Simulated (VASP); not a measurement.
A run of VASP 6.6.1 is set up as follows.

INCAR

```
SYSTEM = C
ALGO = Normal
EDIFF = 1E-6
ENCUT = 520
GGA = PS
ISIF = 2
ISMEAR = 0
IVDW = 12
LASPH = .TRUE.
LCHARG = .TRUE.
LELF = .TRUE.
LREAL = .FALSE.
LVHAR = .TRUE.
LWAVE = .FALSE.
NBANDS = 11
NELM = 60
PREC = Accurate
SIGMA = 0.15
```

KPOINTS

```
k-points
0
G
  21 21 12
  0 0 0
```

Contents of POSCAR:

```
C
1.0
    2.4372596835      0.0000000000      0.0000000000
   -1.2186298418      2.1107288015      0.0000000000
    0.0000000000      0.0000000000      3.5001875387
C
2
Direct
    0.3380317105      0.6760634210      0.0000000000
    0.6619682895      0.3239365790      0.0000000000
```

Potentials or basis: VASP PAW PBE potentials, release 64 (C).

Launch:

```sh
$ cat potpaw_PBE.64/C/POTCAR > POTCAR
$ mpirun -np 1 vasp_std > vasp.out
```

(1) Estimate the largest force.

(2) Predict the band gap on the k mesh.

## Answers

(1) 2.456 eV/Å.

(2) zero (bands 4 and 5 overlap by 0.50 eV).

Caveat: the cell differs from its parent crystal (atoms displaced along a vibrational mode, the cell strained); the PAW data sets were made with another functional, which shifts forces and pressure a little.
